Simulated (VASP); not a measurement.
A run of VASP 6.6.1:

File INCAR:

```
  ALGO = Fast
  EDIFF = 1E-7
  ENCUT = 520
  GGA = PS
  ISIF = 2
  ISMEAR = 0
  LASPH = T
  LCHARG = T
  LELF = T
  LREAL = F
  LVHAR = T
  LWAVE = F
  NBANDS = 13
  NELM = 100
  PREC = Accurate
  SIGMA = 0.15
```

The input KPOINTS:

```
k-points
0
Gamma
  20 20 20
```

POSCAR

```
Sn
1.0
   -1.6402120500      1.6867696500      2.3968005500
    1.6402120500     -1.6867696500      2.3968005500
    1.6402120500      1.6867696500     -2.3968005500
Sn
1
Direct
    0.0000000000      0.0000000000      0.0000000000
```

Potentials or basis: VASP PAW PBE potentials, release 64 (Sn_d).

Launch:

```bash
$ cat potpaw_PBE.64/Sn_d/POTCAR > POTCAR
$ mpirun -np 1 vasp_std > vasp.out
```

Hardware: 1 thread of Intel(R) Xeon(R) 6975P-C (Granite Rapids), on a shared host.

**Question.** Estimate the wall time of this run.

**Answer.** Run time: 3.8 min on 1 thread of Intel(R) Xeon(R) 6975P-C (Granite Rapids), with other jobs on the host, peak memory 0.47 GiB. Counts: scf iterations 13, k points 1166.
